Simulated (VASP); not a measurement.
Wanted: the native input for a VASP 6.6.1 run.

| Quantity | Value |
| --- | --- |
| Task | single point |
| Functional | r2SCAN |
| Potentials or basis | VASP PAW PBE potentials, release 64 (Ti_sv, B) |
| Cutoff | 520 eV |
| k mesh | 18 × 18 × 14 |
| Occupations | gaussian, width 0.1 eV |
| Spin | no spin polarisation |
| Dipole correction | no |
| Further INCAR settings | ALGO = Normal; EDIFF = 1e-07; NBANDS = 16 |

Crystal: TiB2.

```
Ti B
1.0
     3.03180    0.00000    0.00000
    -1.51590    2.62562    0.00000
     0.00000    0.00000    3.22423
Ti B
1 2
Direct
  0.00000 0.00000 0.00000
  0.33333 0.66667 0.50000
  0.66667 0.33333 0.50000
```

The input as run:

POSCAR

```
TiB2
1.0
    3.0318049187      0.0000000000      0.0000000000
   -1.5159024594      2.6256200789      0.0000000000
    0.0000000000      0.0000000000      3.2242298103
Ti B
1 2
Direct
    0.0000000000      0.0000000000      0.0000000000
    0.3333333333      0.6666666667      0.5000000000
    0.6666666667      0.3333333333      0.5000000000
```

INCAR.step1

```
PREC = Accurate ; ENCUT = 520
ISMEAR = 0 ; SIGMA = 0.1
LREAL = F ; LASPH = T
NELM = 80 ; NBANDS = 16
GGA = PE ; ALGO = Normal
EDIFF = 1E-4 ; LWAVE = T
LCHARG = F
```

INCAR.step2

```
PREC = Accurate ; ENCUT = 520
EDIFF = 1E-7 ; ISMEAR = 0
SIGMA = 0.1 ; LREAL = F
LASPH = T ; NELM = 80
ALGO = Normal ; ISIF = 2
LWAVE = F ; LCHARG = T
METAGGA = R2SCAN ; LMIXTAU = T
LELF = T ; LVHAR = T
NBANDS = 16 ; ISTART = 1
```

KPOINTS

```
regular mesh
0
Gamma
  18 18 14
```

Potentials or basis: VASP PAW PBE potentials, release 64 (Ti_sv, B).

Launch:

```bash
$ cat potpaw_PBE.64/Ti_sv/POTCAR potpaw_PBE.64/B/POTCAR > POTCAR
$ cp INCAR.step1 INCAR
$ mpirun -np 1 vasp_std > vasp.out
$ cp INCAR.step2 INCAR
$ mpirun -np 1 vasp_std > vasp.out
```

It gave:

| Quantity | Value |
| --- | --- |
| Pressure | -0.6 GPa |
| Band gap on the k mesh | zero (bands 9 and 10 overlap by 0.64 eV) |

Caveat: the PAW data sets were made with another functional, which shifts forces and pressure a little.

Run time: 2.8 min on 1 thread of Intel(R) Xeon(R) 6975P-C (Granite Rapids) (shared host), peak memory 0.24 GiB.
